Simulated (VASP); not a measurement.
Set up this calculation in VASP 6.6.1, as the native input.

```
Task                   : relaxation of cell and atoms
Functional             : PBEsol
Potentials or basis    : VASP PAW PBE potentials, release 64 (Al, Ga_d, As)
Cutoff                 : 600 eV
k mesh                 : 6 × 6 × 6
Occupations            : gaussian, width 0.03 eV
Spin                   : no spin polarisation
Further INCAR settings : ALGO = Normal; EDIFF = 1e-07; IBRION = 2; EDIFFG = -0.005; NSW = 90; ISIF = 3
```

The structure of AlGa7As8 lies in POSCAR:

```
AlGa7As8                                
1.0
   -5.6656763938      5.6656763938      0.0000000000
   -5.6656763938      0.0000000000      5.6656763938
    0.0000000000      5.6656763938      5.6656763938
  Al              Ga              As            
     1     7     8
Direct
     0.0000000000000000    0.0000000000000000    1.0000000000000000
     0.5001198034298854    0.9998801965701146    0.9998801965701146
     0.9998801965701146    0.5001198034298854    0.9998801965701146
     0.9998801965701146    0.9998801965701146    0.5001198034298854
     0.5001198034298854    0.5001198034298854    0.9998801965701146
     0.5001198034298854    0.9998801965701146    0.5001198034298854
     0.9998801965701146    0.5001198034298854    0.5001198034298854
     0.5000000000000000    0.5000000000000000    0.5000000000000000
     0.8749736172211405    0.8749736172211405    0.3750791483365781
     0.3750049077680127    0.8749852766959617    0.3750049077680127
     0.8749852766959617    0.3750049077680127    0.3750049077680127
     0.8749736172211405    0.8749736172211405    0.8749736172211405
     0.3750049077680127    0.3750049077680127    0.3750049077680127
     0.3750791483365781    0.8749736172211405    0.8749736172211405
     0.8749736172211405    0.3750791483365781    0.8749736172211405
     0.3750049077680127    0.3750049077680127    0.8749852766959617
```

The input as run:

INCAR

```
  PREC = Accurate
  ENCUT = 600
  EDIFF = 1E-7
  ISMEAR = 0
  SIGMA = 0.03
  LREAL = False
  LASPH = True
  NELM = 80
  ALGO = Normal
  ISIF = 3
  LWAVE = False
  LCHARG = False
  GGA = PS
  IBRION = 2
  NSW = 90
  EDIFFG = -0.005
  KPAR = 8
```

KPOINTS

```
regular mesh
0
Gamma
  6 6 6
```

Potentials or basis: VASP PAW PBE potentials, release 64 (Al, Ga_d, As).

Launch:

```bash
$ cat potpaw_PBE.64/Al/POTCAR potpaw_PBE.64/Ga_d/POTCAR potpaw_PBE.64/As/POTCAR > POTCAR
$ mpirun -np 8 vasp_std > vasp.out
```

It gave:

* Relaxed volume: 22.74 Å³/atom
* Relaxed cell: a = 8.013 Å, b = 8.013 Å, c = 8.013 Å, α = 60.00°, β = 60.00°, γ = 60.00°
* Space group after relaxing (to 0.1 Å): F-43m (No. 216)
* Energy gained by relaxing: 0.0 meV/atom
* Ionic steps: 2
* Pressure after relaxing: 0.0 GPa
* Band gap on the k mesh: 0.54 eV

Caveat: the PAW data sets were made with another functional, which shifts forces and pressure a little.

Wall time 9 min on 8 MPI ranks on AMD EPYC 7R43 64-Core Processor (Zen 3), on a shared host, peak memory 0.88 GiB a rank.
